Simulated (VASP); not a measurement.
Set up this calculation in VASP 6.6.1, as the native input.

| Property | Result |
| --- | --- |
| Task | relaxation of cell and atoms |
| Functional | PBE |
| Potentials or basis | VASP PAW PBE potentials, release 64 (Hf_pv, Nb_sv, F) |
| Cutoff | 600 eV |
| k mesh | 6 × 6 × 4 |
| Occupations | gaussian, width 0.1 eV |
| Spin | no spin polarisation |
| Dipole correction | no |
| Further INCAR settings | ALGO = Normal; EDIFF = 1e-07; IBRION = 2; EDIFFG = -0.04; NSW = 90; ISIF = 3 |

The structure of HfNb3F lies in POSCAR:

```
HfNb3F
1.0
    3.7852477200      0.0000000000      0.0000000000
   -1.8926238600      3.2781206800      0.0000000000
    0.0000000000      0.0000000000      6.7765089100
Hf Nb F
1 3 1
Direct
    0.0000000000      0.0000000000      0.0000000000
    0.3333333300      0.6666666700      0.8143208300
    0.3333333300      0.6666666700      0.1856791700
    0.3333333300      0.6666666700      0.5000000000
    0.0000000000      0.0000000000      0.5000000000
```

The cell was built from a structure type or drawn by symmetry, and may not be a known phase.

These files were run (other wordings do the same):

INCAR

```
SYSTEM = HfNb3F
PREC = Accurate ; ENCUT = 600
EDIFF = 1E-7 ; ISMEAR = 0
SIGMA = 0.1 ; LREAL = .False.
LASPH = .True. ; NELM = 120
ALGO = Normal ; ISIF = 3
LWAVE = .False. ; LCHARG = .False.
GGA = PE ; IBRION = 2
NSW = 90 ; EDIFFG = -0.04
GGA_COMPAT = .False. ; NELMIN = 4
```

KPOINTS

```
regular mesh
0
Gamma
  6 6 4
  0 0 0
```

Potentials or basis: VASP PAW PBE potentials, release 64 (Hf_pv, Nb_sv, F).

Launch:

```sh
$ cat potpaw_PBE.64/Hf_pv/POTCAR potpaw_PBE.64/Nb_sv/POTCAR potpaw_PBE.64/F/POTCAR > POTCAR
$ mpirun -np 1 vasp_std > vasp.out
```

It gave:

| Property | Result |
| --- | --- |
| Relaxed volume | 19.38 Å³/atom |
| Relaxed cell | a = 3.481 Å, b = 3.481 Å, c = 9.234 Å, α = 90.00°, β = 90.00°, γ = 120.00° |
| Space group after relaxing (to 0.1 Å) | P-6m2 (No. 187) |
| Energy gained by relaxing | 1223.9 meV/atom |
| Ionic steps | 16 |
| Pressure after relaxing | 0.1 GPa |
| Largest force after relaxing | 0.015 eV/Å |
| Band gap on the k mesh | zero (bands 28 and 29 overlap by 0.43 eV) |

Caveat: the volume moved by over 15 % at a fixed basis, so the end points are rough; spin-orbit coupling is left out, which moves the levels of the heavy elements.

Run time: 11 min on 1 thread of Intel(R) Xeon(R) 6975P-C (Granite Rapids), with other jobs on the host, peak memory 0.26 GiB.
